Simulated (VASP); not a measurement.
Set up this calculation in VASP 6.6.1, as the native input.

* Task: single point
* Functional: PBEsol
* Potentials or basis: VASP PAW PBE potentials, release 64 (Sn_d, O)
* Cutoff: 520 eV
* k mesh: 6 × 6 × 6
* Occupations: gaussian, width 0.05 eV
* Spin: no spin polarisation
* Dipole correction: no
* Further INCAR settings: ALGO = Normal; EDIFF = 1e-06; NBANDS = 64

The structure of SnO2 lies in POSCAR:

```
SnO2
1.0
    3.0602223060      1.7668201722      4.4709847890
   -3.0602223060      1.7668201722      4.4709847890
    0.0000000000     -3.5336403442      4.4709847890
Sn O
4 8
Direct
    0.8646807174      0.8646807174      0.8646807174
    0.3648245829      0.3648245829      0.8648190111
    0.3648245829      0.8648190111      0.3648245829
    0.8648190111      0.3648245829      0.3648245829
    0.1235003534      0.6233501671      0.6233501671
    0.6233501671      0.1235003534      0.6233501671
    0.6233501671      0.6233501671      0.1235003534
    0.6062113146      0.6062113146      0.6062113146
    0.1234715296      0.1234715296      0.1234715296
    0.1060883083      0.1060883083      0.6062369573
    0.1060883083      0.6062369573      0.1060883083
    0.6062369573      0.1060883083      0.1060883083
```

One way to write it, as run:

INCAR

```
PREC = Accurate
ENCUT = 520
EDIFF = 1E-6
ISMEAR = 0
SIGMA = 0.05
LREAL = F
LASPH = T
NELM = 80
ALGO = Normal
ISIF = 2
LWAVE = F
LCHARG = F
GGA = PS
NBANDS = 64
```

KPOINTS

```
regular mesh
0
Gamma
  6 6 6
```

Potentials or basis: VASP PAW PBE potentials, release 64 (Sn_d, O).

The run is started by

```sh
$ cat potpaw_PBE.64/Sn_d/POTCAR potpaw_PBE.64/O/POTCAR > POTCAR
$ mpirun -np 1 vasp_std > vasp.out
```

Results of the run:

- Pressure: 23.4 GPa
- Largest force: 1.094 eV/Å
- Band gap on the k mesh: 2.80 eV

Caveat: the cell stands under pressure; the PAW data sets were made with another functional, which shifts forces and pressure a little; spin-orbit coupling is left out, which moves the levels of the heavy elements.

Wall time 4.3 min on 1 thread of Intel(R) Xeon(R) Platinum 8488C (Sapphire Rapids), with other jobs on the host, peak memory 0.38 GiB.
